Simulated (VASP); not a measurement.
# In3As (R-3m) in VASP: single point with PBEsol

Aim: the single point of In3As with PBEsol.

Everything below comes from runs of VASP 6.6.1. Logs are shortened: lines on timing, memory, paths and dates and some standing lists are left out, and cuts for length are marked.

**1. The cell of the first run**

It takes space group R-3m (No. 166, trigonal). Conventional cell: a = 6.971 Å, b = 6.971 Å, c = 8.053 Å, α = 90.00°, β = 90.00°, γ = 120.00°. Within 4.4 Å of In (site symmetry 2/m) lie 8 In at 3.35 to 3.49 Å and 4 As at 3.35 to 3.49 Å. As (site symmetry -3m) has 12 In at 3.35 to 3.49 Å within 4.4 Å.

**2. Single point, PBEsol (strained)**

Contents of INCAR:

```
SYSTEM = In3As
  ALGO = Fast
  EDIFF = 1E-7
  ENCUT = 520
  GGA = PS
  ISIF = 2
  ISMEAR = 0
  LASPH = .True.
  LCHARG = .False.
  LREAL = .False.
  LWAVE = .False.
  NBANDS = 30
  NELM = 100
  PREC = Accurate
  SIGMA = 0.1
```

Contents of KPOINTS:

```
k-points
0
Gamma
  9 9 9
  0 0 0
```

Contents of POSCAR:

```
In3As
1.0
    4.8360774544      0.0934336200     -0.0934336200
    0.0934336200      4.8360774544      0.0934336200
   -0.0934336200      0.0934336200      4.8360774544
In As
3 1
Direct
    0.0000000000      0.5000000000      0.5000000000
    0.5000000000      0.0000000000      0.5000000000
    0.5000000000      0.5000000000      0.0000000000
    0.0000000000      0.0000000000      0.0000000000
```

Potentials or basis: VASP PAW PBE potentials, release 64 (In_d, As).

On the command line:

```bash
$ cat potpaw_PBE.64/In_d/POTCAR potpaw_PBE.64/As/POTCAR > POTCAR
$ mpirun -np 1 vasp_std > vasp.out
```

OUTCAR:

```text
SYSTEM = In3As
   EDIFF = 1E-7
   ENCUT = 520
   GGA = PS
   ISIF = 2
   ISMEAR = 0
   LASPH = .True.
   LREAL = .False.
   NELM = 100
   PREC = Accurate

 ion  position               nearest neighbor table
   1  0.000  0.500  0.500-   3 3.35   4 3.35   4 3.35   3 3.35   2 3.35   2 3.35   3 3.49   3 3.49
                             2 3.49   2 3.49
   2  0.500  0.000  0.500-   4 3.35   3 3.35   3 3.35   4 3.35   1 3.35   1 3.35   3 3.49   1 3.49
                             3 3.49   1 3.49
   3  0.500  0.500  0.000-   1 3.35   2 3.35   2 3.35   1 3.35   4 3.35   4 3.35   2 3.49   1 3.49
                             1 3.49   2 3.49
   4  0.000  0.000  0.000-   2 3.35   1 3.35   1 3.35   2 3.35   3 3.35   3 3.35

  LATTYP: Found a trigonal (rhomboedric) cell.
 ALAT       =     4.8378822668
 COS(alpha) =    -0.0382384361

  Lattice vectors:

 A1 = (  -0.0934336200,  -4.8360774544,  -0.0934336200)
 A2 = (   4.8360774544,   0.0934336200,  -0.0934336200)
 A3 = (  -0.0934336200,   0.0934336200,   4.8360774544)

Analysis of symmetry for initial positions (statically):
=====================================================================
 Subroutine PRICEL returns:
 Original cell was already a primitive cell.

 Routine SETGRP: Setting up the symmetry group for a
 trigonal (rhombohedral) supercell.

 Subroutine GETGRP returns: Found 12 space group operations
 (whereof 12 operations were pure point group operations)
 out of a pool of 12 trial point group operations.

The static configuration has the point symmetry D_3d.

Analysis of symmetry for dynamics (positions and initial velocities):
=====================================================================
 Subroutine PRICEL returns:
 Original cell was already a primitive cell.

 Routine SETGRP: Setting up the symmetry group for a
 trigonal (rhombohedral) supercell.

 Subroutine GETGRP returns: Found 12 space group operations
 (whereof 12 operations were pure point group operations)
 out of a pool of 12 trial point group operations.

The dynamic configuration has the point symmetry D_3d.

 Subroutine INISYM returns: Found 12 space group operations
 (whereof 12 operations are pure point group operations),
 and found     1 'primitive' translations

----------------------------------------------------------------------------------------

                                     Primitive cell

  volume of cell :     112.9762

  direct lattice vectors                    reciprocal lattice vectors
     4.836077454  0.093433620 -0.093433620     0.206936682 -0.004076807  0.004076807
     0.093433620  4.836077454  0.093433620    -0.004076807  0.206936682 -0.004076807
    -0.093433620  0.093433620  4.836077454     0.004076807 -0.004076807  0.206936682

  length of vectors
     4.837882267  4.837882267  4.837882267     0.207016982  0.207016982  0.207016982

  position of ions in fractional coordinates (direct lattice)
     0.000000000  0.500000000  0.500000000
     0.500000000  0.000000000  0.500000000
     0.500000000  0.500000000  0.000000000
     0.000000000  0.000000000  0.000000000

  ion indices of the primitive-cell ions
   primitive index   ion index
                 1           1
                 2           2
                 3           3
                 4           4

----------------------------------------------------------------------------------------

 KPOINTS: k-points

Automatic generation of k-mesh.
 Grid dimensions read from file:
 generate k-points for:    9    9    9

 Generating k-lattice:

  Cartesian coordinates                     Fractional coordinates (reciprocal lattice)
     0.022992965 -0.000452979  0.000452979     0.111111111  0.000000000  0.000000000
    -0.000452979  0.022992965 -0.000452979     0.000000000  0.111111111  0.000000000
     0.000452979 -0.000452979  0.022992965     0.000000000  0.000000000  0.111111111

  Length of vectors
     0.023001887  0.023001887  0.023001887

  Shift w.r.t. Gamma in fractional coordinates (k-lattice)
     0.000000000  0.000000000  0.000000000

 Subroutine IBZKPT returns following result:
 ===========================================

 Found     85 irreducible k-points:

 Following reciprocal coordinates:
            Coordinates               Weight
  0.000000  0.000000  0.000000      1.000000
  0.111111 -0.000000  0.000000      6.000000
  0.222222  0.000000  0.000000      6.000000
  0.333333 -0.000000  0.000000      6.000000
  0.444444  0.000000  0.000000      6.000000
  0.111111  0.111111  0.000000      6.000000
[... 16 lines left out ...]
 -0.333333  0.333333 -0.000000      6.000000
  0.444444  0.444444  0.000000      6.000000
 [... further k-points ...]
   k-points           NKPTS =     85   k-points in BZ     NKDIM =     85   number of bands    NBANDS=     30
   number of dos      NEDOS =    301   number of ions     NIONS =      4
   total plane-waves  NPLWV =  46656
   dimension x,y,z NGX =    36 NGY =   36 NGZ =   36
   dimension x,y,z NGXF=    72 NGYF=   72 NGZF=   72
   ions per type =               3   1
   NGX,Y,Z   is equivalent  to a cutoff of  12.37, 12.37, 12.37 a.u.
   NGXF,Y,Z  is equivalent  to a cutoff of  24.74, 24.74, 24.74 a.u.
 SYSTEM =  In3As
   PREC   = accura    normal or accurate (medium, high low for compatibility)
   ISTART =      0    job   : 0-new  1-cont  2-samecut
   ICHARG =      2    charge: 1-file 2-atom 10-const
   ISPIN  =      1    spin polarized calculation?
   LNONCOLLINEAR =      F non collinear calculations
   LSORBIT =      F    spin-orbit coupling
   LASPH  =      T    aspherical Exc in radial PAW
   ENCUT  =  520.0 eV  38.22 Ry    6.18 a.u.   9.00  9.00  9.00*2*pi/ulx,y,z
   NELM   =    100;   NELMIN=  2; NELMDL= -5     # of ELM steps
   EDIFF  = 0.1E-06   stopping-criterion for ELM
   LREAL  =      F    real-space projection
   EDIFFG = 0.1E-05   stopping-criterion for IOM
   NSW    =      0    number of steps for IOM
   IBRION =     -1    ionic relax: 0-MD 1-quasi-New 2-CG
   NFREE  =      0    steps in history (QN), initial steepest desc. (CG)
   ISIF   =      2    stress and relaxation
   ISYM   =      2    0-nonsym 1-usesym 2-fastsym
   POTIM  = 0.5000    time-step for ionic-motion
   TEBEG  =    0.0;   TEEND  =   0.0 temperature during run
   PSTRESS=    0.0 pullay stress
   NELECT =      44.0000    total number of electrons
   NUPDOWN=      -1.0000    fix difference up-down
   EMIN   =  10.00;   EMAX   =-10.00  energy-range for DOS
   EFERMI =   0.00;   METHOD = LEGACY
   ISMEAR =     0;   SIGMA  =   0.10  broadening in eV -4-tet -1-fermi 0-gaus
   EFERMI_NEDOS =   21; number of points for ismear=-14 and -15
   IALGO  =     68    algorithm
   IMIX   =      4    mixing-type and parameters
     AMIX     =   0.40;   BMIX     =  1.00
     AMIX_MAG =   1.60;   BMIX_MAG =  1.00
  volume/ion in A,a.u.               =      28.24       190.60
  Fermi-wavevector in a.u.,A,eV,Ry     =   1.195538  2.259239 19.446962  1.429311
  Thomas-Fermi vector in A             =   2.331501
   LORBIT       =      0    0 simple, 1 ext, 2 COOP (PROOUT), +10 PAW based schemes
   GGA     = PS    functional components
   LHFCALC =     F    Hartree Fock is set to
   AEXX    =    0.0000 exact exchange contribution
   IVDW    =     0    specifies the selected vdW correction
   LEPSILON=     F    determine dielectric tensor
   LRPA    =     F    only Hartree local field effects (RPA)
 non-spin polarized calculation
 RMM-DIIS sequential band-by-band and
 Gauss-broadening in eV      SIGMA  =   0.10
  energy-cutoff  :      520.00
  volume of cell :      112.98
 maximum number of plane-waves:      3067
   NGX = 17   NGY = 17   NGZ = 17

 number of electron      44.0000040 magnetization

 Free energy of the ion-electron system (eV)
  ---------------------------------------------------
  ext. energy  EPLUGINS =         0.00000000
  ---------------------------------------------------
  free energy    TOTEN  =       -13.41343494 eV

  energy without entropy =      -13.40050935  energy(sigma->0) =      -13.40697214

 E-fermi :   5.3765     XC(G=0):  -9.8199

 val. band max:        5.3735541511   @ k =   0.4444   0.3333   0.0000
 cond. band min:       5.3801727868   @ k =   0.2222   0.0000   0.0000
 fundamental gap:      0.0066186358
 Fermi energy:         5.3765156631

 k-point     1 :       0.0000    0.0000    0.0000
  band No.  band energies     occupation
      1      -9.0801      2.00000
      2      -9.0801      2.00000
      3      -9.0706      2.00000
      4      -9.0428      2.00000
      5      -8.9275      2.00000
      6      -8.9275      2.00000
[... 22 lines left out ...]
     29      10.9744      0.00000
     30      11.9349      0.00000

 k-point     2 :       0.1111   -0.0000    0.0000
  band No.  band energies     occupation
      1      -9.0757      2.00000
      2      -9.0691      2.00000
      3      -9.0614      2.00000
      4      -9.0353      2.00000
      5      -8.9262      2.00000
      6      -8.9207      2.00000
[... 22 lines left out ...]
     29      11.3157      0.00000
     30      12.1208      0.00000

 k-point     3 :       0.2222    0.0000    0.0000
  band No.  band energies     occupation
      1      -9.0673      2.00000
      2      -9.0369      2.00000
      3      -9.0349      2.00000
      4      -9.0105      2.00000
      5      -8.9225      2.00000
      6      -8.9017      2.00000
[... 22 lines left out ...]
     29      11.8986      0.00000
     30      12.4022      0.00000

 k-point     4 :       0.3333   -0.0000    0.0000
  band No.  band energies     occupation
      1      -9.0599      2.00000
      2      -8.9989      2.00000
      3      -8.9872      2.00000
      4      -8.9671      2.00000
      5      -8.9171      2.00000
      6      -8.8747      2.00000
[... 616 lines left out ...]
     29       9.9550      0.00000
     30      11.6993      0.00000

 k-point    23 :      -0.3333    0.3333   -0.0000
  band No.  band energies     occupation
      1      -8.9867      2.00000
      2      -8.9658      2.00000
      3      -8.9566      2.00000
      4      -8.9262      2.00000
      5      -8.9124      2.00000
      6      -8.8724      2.00000
[... 22 lines left out ...]
     29      10.1731      0.00000
     30      10.3956      0.00000

 k-point    24 :       0.4444    0.4444    0.0000
  band No.  band energies     occupation
      1      -8.9914      2.00000
      2      -8.9445      2.00000
      3      -8.9329      2.00000
      4      -8.8869      2.00000
      5      -8.8819      2.00000
      6      -8.8753      2.00000
[... 22 lines left out ...]
     29      10.9460      0.00000
     30      12.0837      0.00000

 [... further k-points ...]
[... 5 lines left out ...]
  --------------------------------------------------------------------------------------
  -------------------------------------------------------------------------------------
  Total       -3.9218098     -3.9218098     -3.9218098      0.0015378      0.0015378     -0.0015378
  in kB      -55.6173428    -55.6173428    -55.6173428      0.0218078      0.0218078     -0.0218078
  external PRESSURE =     -55.6173428 kB  Pullay stress =       0.0000000 kB

 VOLUME and BASIS-vectors are now :
 -----------------------------------------------------------------------------
  energy-cutoff  :      520.00
  volume of cell :      112.98
      direct lattice vectors                 reciprocal lattice vectors
     4.836077454  0.093433620 -0.093433620     0.206936682 -0.004076807  0.004076807
     0.093433620  4.836077454  0.093433620    -0.004076807  0.206936682 -0.004076807
    -0.093433620  0.093433620  4.836077454     0.004076807 -0.004076807  0.206936682

 POSITION                                       TOTAL-FORCE (eV/Angst)
 -----------------------------------------------------------------------------------
      0.00000      2.46476      2.46476         0.000000     -0.000000     -0.000000
      2.37132      0.09343      2.37132        -0.000000     -0.000000     -0.000000
      2.46476      2.46476      0.00000         0.000000      0.000000      0.000000
      0.00000      0.00000      0.00000        -0.000000     -0.000000     -0.000000
 -----------------------------------------------------------------------------------
    total drift:                                0.000000      0.000000      0.000000

  FREE ENERGIE OF THE ION-ELECTRON SYSTEM (eV)
  ---------------------------------------------------
  free  energy   TOTEN  =       -13.4134349364 eV

  energy  without entropy=      -13.4005093470  energy(sigma->0) =      -13.40697214
```

It took 1.7 min on 1 thread of Intel Xeon 6975P-C (Granite Rapids), shared host; peak memory 0.37 GiB.

What came out:

```yaml
Free_energy: -13.4134 eV
Pressure: -5.6 GPa
Band_gap_on_the_k_mesh: zero (bands 22 and 23 overlap by 2.76 eV)
```

Levels at points of the mesh, in eV from the Fermi level:
| k point | band 20 | band 21 | band 22 | band 23 | band 24 | band 25 |
| --- | --- | --- | --- | --- | --- | --- |
| (0.00, 0.00, 0.00) | -2.41 | -2.06 | -2.06 | 1.73 | 1.73 | 2.50 |

Caveat: the cell differs from its parent crystal (strained); the cell stands under tension; the PAW data sets were made with another functional, which shifts forces and pressure a little; spin-orbit coupling is left out, which moves the levels of the heavy elements.
